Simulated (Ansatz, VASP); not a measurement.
**InSb: VASP beside Ansatz**

```
In Sb
1.0
     0.00000    3.23910    3.23910
     2.91519    0.00000    3.23910
     2.91519    3.23910    0.00000
In Sb
1 1
Cartesian
  0.0000 0.0000 0.0000
  4.3728 4.8586 4.8586
```

Change from the starting cell: strain -0.1000 x Voigt [1, 0, 0, 0, 0, 0], atoms carried along.

Alike in both runs: task single point; functional PBEsol; k mesh 12 × 12 × 12; occupations gaussian, width 0.15 eV; no spin polarisation.

```csv
,VASP,Ansatz
version,VASP 6.6.1,Ansatz 0.2.0
potentials or method,"VASP PAW PBE potentials, release 64 (In_d, Sb), cutoff 520 eV","scalar-relativistic, plane waves, PAW"
valence electrons in the cell,18,28
```

```tsv
	VASP	Ansatz	Ansatz less VASP
pressure (GPa)	6.9	6.9	-0.03
traceless stress, the component that is largest in VASP (GPa)	1.22	1.22	-0.001
```

VASP's potentials were made for PBE, not for PBEsol. VASP's potentials hold 18 valence electrons a cell and Ansatz's 28, so a difference there can come from the potentials and not from the codes.

Spin-orbit coupling is off throughout.
